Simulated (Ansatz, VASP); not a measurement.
Two plane-wave programs on Na3HSe

```
Na H Se
1.0
     4.55292    0.00000    0.00000
     0.00000    4.55292    0.00000
     0.00000    0.00000    4.55292
Na H Se
3 1 1
Direct
  0.00000 0.50000 0.50000
  0.50000 0.00000 0.50000
  0.50000 0.50000 0.00000
  0.50000 0.50000 0.50000
  0.00000 0.00000 0.00000
```

Alike in both runs: task single point; functional PBE; k mesh 6 × 6 × 6; occupations gaussian, width 0.05 eV; no spin polarisation.

```csv
,VASP,Ansatz
version,VASP 6.6.1,Ansatz 0.2.0
potentials or method,"VASP PAW PBE potentials, release 64 (Na_pv, H, Se), cutoff 520 eV","scalar-relativistic, plane waves, PAW"
valence electrons in the cell,28,44
```

|  | VASP | Ansatz | Ansatz less VASP |
| --- | --- | --- | --- |
| gap on the k mesh at the Fermi level (eV) | 2.77 | 2.77 | -0.001 |
| least direct gap on the mesh (eV) | 2.91 | 2.91 | -0.001 |
| pressure (GPa) | -0.1 | -0.1 | -0.02 |

With one functional, cell and mesh, what is left measures potentials, basis and numerics. VASP's potentials hold 28 valence electrons a cell and Ansatz's 44, so a difference there can come from the potentials and not from the codes.
